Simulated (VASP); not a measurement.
# BaS (Imm2) in VASP: further runs, part 2 of 2

VASP 6.6.1.

## Step 4: Single point, PBEsol (all Ba atoms moved +0.013 Å, as atom 1 along Cartesian [1 -1 0])

Contents of INCAR:

```
SYSTEM = BaS
  PREC = Accurate
  ENCUT = 520
  EDIFF = 1E-7
  ISMEAR = 0
  SIGMA = 0.05
  LREAL = .FALSE.
  LASPH = .TRUE.
  NELM = 60
  ALGO = Normal
  ISIF = 2
  LWAVE = .FALSE.
  LCHARG = .FALSE.
  GGA = PS
  NBANDS = 15
```

Contents of KPOINTS:

```
Automatic mesh
0
G
  8 8 8
  0 0 0
```

Contents of POSCAR:

```
BaS
1.0
    0.0000000000      3.1663007200      3.1663007200
    3.1663007200      0.0000000000      3.1663007200
    3.1663007200      3.1663007200      0.0000000000
Ba S
1 1
Direct
   -0.0027915336      0.0027915336      0.0000000000
    0.5000000000      0.5000000000      0.5000000000
```

Potentials or basis: VASP PAW PBE potentials, release 64 (Ba_sv, S).

Started as:

```sh
$ cat potpaw_PBE.64/Ba_sv/POTCAR potpaw_PBE.64/S/POTCAR > POTCAR
$ mpirun -np 1 vasp_std > vasp.out
```

OUTCAR:

```text
SYSTEM = BaS
   PREC = Accurate
   ENCUT = 520
   EDIFF = 1E-7
   ISMEAR = 0
   LREAL = .FALSE.
   LASPH = .TRUE.
   NELM = 60
   ISIF = 2
   GGA = PS

 ion  position               nearest neighbor table
   1  0.997  0.003  0.000-   2 3.16   2 3.16   2 3.17   2 3.17   2 3.18   2 3.18
   2  0.500  0.500  0.500-   1 3.16   1 3.16   1 3.17   1 3.17   1 3.18   1 3.18

  LATTYP: Found a face centered cubic cell.
 ALAT       =     6.3326014400

  Lattice vectors:

 A1 = (   0.0000000000,   3.1663007200,   3.1663007200)
 A2 = (   3.1663007200,   0.0000000000,   3.1663007200)
 A3 = (   3.1663007200,   3.1663007200,   0.0000000000)

Analysis of symmetry for initial positions (statically):
=====================================================================
 Subroutine PRICEL returns:
 Original cell was already a primitive cell.

 Routine SETGRP: Setting up the symmetry group for a
 face centered cubic supercell.

 Subroutine GETGRP returns: Found  4 space group operations
 (whereof  4 operations were pure point group operations)
 out of a pool of 48 trial point group operations.

The static configuration has the point symmetry C_2v.

Analysis of symmetry for dynamics (positions and initial velocities):
[... 166 lines left out ...]

 k-point     1 :       0.0000    0.0000    0.0000
  band No.  band energies     occupation
      1     -24.4773      2.00000
      2      -9.5168      2.00000
      3      -9.5165      2.00000
      4      -9.5165      2.00000
      5      -8.9144      2.00000
      6       1.4786      2.00000
      7       1.4786      2.00000
      8       1.4787      2.00000
      9       5.0131      0.00000
     10       5.2625      0.00000
     11       5.2630      0.00000
     12       5.2631      0.00000
     13       6.2446      0.00000
     14       6.2449      0.00000
[... 401 lines left out ...]
      2     -10.6884      2.00000
      3      -9.6440      2.00000
      4      -9.5599      2.00000
      5      -7.6752      2.00000
      6      -0.3537      2.00000
      7       0.3646      2.00000
      8       0.6051      2.00000
      9       6.2163      0.00000
     10       7.1418      0.00000
     11       7.2152      0.00000
     12       8.1804      0.00000
     13       9.2019      0.00000
     14      10.4924      0.00000
     15      11.1593      0.00000

 [... further k-points ...]
[... 5 lines left out ...]
  --------------------------------------------------------------------------------------
  -------------------------------------------------------------------------------------
  Total        0.2652685      0.2652685      0.2636645      0.0003419      0.0000000      0.0000000
  in kB        6.6943702      6.6943702      6.6538913      0.0086289      0.0000000      0.0000000
  external PRESSURE =       6.6808772 kB  Pullay stress =       0.0000000 kB

 VOLUME and BASIS-vectors are now :
 -----------------------------------------------------------------------------
  energy-cutoff  :      520.00
  volume of cell :       63.49
      direct lattice vectors                 reciprocal lattice vectors
     0.000000000  3.166300720  3.166300720    -0.157912986  0.157912986  0.157912986
     3.166300720  0.000000000  3.166300720     0.157912986 -0.157912986  0.157912986
     3.166300720  3.166300720  0.000000000     0.157912986  0.157912986 -0.157912986

 POSITION                                       TOTAL-FORCE (eV/Angst)
 -----------------------------------------------------------------------------------
      0.00884      3.15746      3.16630        -0.019497      0.019497      0.000000
      3.16630      3.16630      3.16630         0.019497     -0.019497      0.000000
 -----------------------------------------------------------------------------------
    total drift:                               -0.000019      0.000019      0.000000

  FREE ENERGIE OF THE ION-ELECTRON SYSTEM (eV)
  ---------------------------------------------------
  free  energy   TOTEN  =       -10.7171867283 eV

  energy  without entropy=      -10.7171867283  energy(sigma->0) =      -10.71718673
```

OSZICAR:

```text
N       E                     dE             d eps       ncg     rms          rms(c)
DAV:   1     0.811797970520E+02    0.81180E+02   -0.68792E+03  2850   0.930E+02
DAV:   2    -0.645914941484E+01   -0.87639E+02   -0.79502E+02  3956   0.167E+02
DAV:   3    -0.110575011177E+02   -0.45984E+01   -0.45674E+01  3946   0.405E+01
DAV:   4    -0.111425847368E+02   -0.85084E-01   -0.85066E-01  3681   0.567E+00
DAV:   5    -0.111445964841E+02   -0.20117E-02   -0.20117E-02  3931   0.706E-01    0.478E+00
DAV:   6    -0.107211486761E+02    0.42345E+00   -0.55173E-01  3326   0.454E+00    0.329E+00
DAV:   7    -0.107123594738E+02    0.87892E-02   -0.13743E-01  3664   0.208E+00    0.178E+00
DAV:   8    -0.107174443868E+02   -0.50849E-02   -0.19472E-02  3123   0.905E-01    0.227E-01
DAV:   9    -0.107167770481E+02    0.66734E-03   -0.27867E-03  3753   0.334E-01    0.106E-01
DAV:  10    -0.107171828010E+02   -0.40575E-03   -0.48725E-04  3088   0.155E-01    0.274E-02
DAV:  11    -0.107171858834E+02   -0.30824E-05   -0.49550E-05  3872   0.459E-02    0.596E-03
DAV:  12    -0.107171867711E+02   -0.88770E-06   -0.41436E-06  3297   0.122E-02    0.664E-03
DAV:  13    -0.107171867283E+02    0.42880E-07   -0.40136E-07  3521   0.415E-03
   1 F= -.10717187E+02 E0= -.10717187E+02  d E =-.922593E-15
```

Wall time 72 s (1 thread of Intel Xeon Platinum 8488C (Sapphire Rapids), shared host); peak memory 0.25 GiB.

What came out:

* Free energy: -10.7172 eV
* Pressure: 0.7 GPa
* Largest force: 0.028 eV/Å
* Band gap on the k mesh: 1.93 eV, indirect (least direct gap 2.06 eV)

Forces in eV/Å, atoms in the order of the input:
```
Ba  -0.019  0.019  0.000
S    0.019 -0.019  0.000
```

Levels at points of the mesh, in eV from the valence-band top:
```tsv
k point	band 6	band 7	band 8	band 9	band 10	band 11
(0.00, 0.00, 0.00)	0.00	0.00	0.00	3.53	3.78	3.78
(0.50, 0.00, 0.00)	-2.05	-1.16	-1.16	5.55	5.61	6.36
(0.00, 0.00, 0.50)	-2.05	-1.16	-1.16	5.55	5.60	6.36
(0.50, 0.50, 0.00)	-0.51	-0.13	-0.12	1.93	5.97	6.08
(0.00, 0.50, 0.50)	-0.51	-0.13	-0.12	1.93	5.97	6.08
```

Caveat: the cell differs from its parent crystal (all Ba atoms moved +0.013 Å, as atom 1 along Cartesian [1 -1 0]); the PAW data sets were made with another functional, which shifts forces and pressure a little; spin-orbit coupling is left out, which moves the levels of the heavy elements. A k mesh can miss the band edges.
